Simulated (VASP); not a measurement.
**Te2Mo: single point with PBE+D3(BJ)**

Te2Mo, a slab with vacuum:

```
CELL_PARAMETERS angstrom
3.50388 0.00000 0.00000
-1.75194 3.03445 0.00000
0.00000 0.00000 24.76772
ATOMIC_POSITIONS crystal
Te 0.33333 0.66667 0.18169
Te 0.33333 0.66667 0.32841
Te 0.33333 0.66667 0.52746
Te 0.33333 0.66667 0.67417
Mo 0.66667 0.33333 0.25505
Mo 0.66667 0.33333 0.60081
```

```yaml
Program: VASP 6.6.1
Task: single point
Functional: PBE
Dispersion: D3(BJ)
Potentials_or_basis: VASP PAW PBE potentials, release 64 (Te, Mo_sv)
Cutoff: 520 eV
k_mesh: 9 × 9 × 1
Occupations: gaussian, width 0.05 eV
Spin: no spin polarisation
Dipole_correction: yes
Further_INCAR_settings: ALGO = Normal; EDIFF = 1e-06; NBANDS = 35
```

```yaml
Largest_force: 0.087 eV/Å
Band_gap_on_the_k_mesh: 1.18 eV, direct
Dispersion_energy_per_atom: -0.428 eV
```

Forces in eV/Å, atoms in the order of the input:
```
Te   0.000  0.000 -0.009
Te   0.000  0.000  0.087
Te   0.000  0.000 -0.087
Te   0.000  0.000  0.009
Mo   0.000  0.000  0.014
Mo   0.000  0.000 -0.014
```

Levels at points of the mesh, in eV from the valence-band top:
```csv
k point,band 22,band 23,band 24,band 25,band 26,band 27,band 28,band 29,band 30,band 31
"(0.00, 0.00, 0.00)",-0.83,-0.83,-0.83,-0.65,-0.49,3.19,3.19,3.20,3.20,3.47
```

Wall time 4.1 min on 1 thread of AMD EPYC 7R13, with other jobs on the host, peak memory 0.4 GiB.

Caveat: spin-orbit coupling is left out, which moves the levels of the heavy elements.
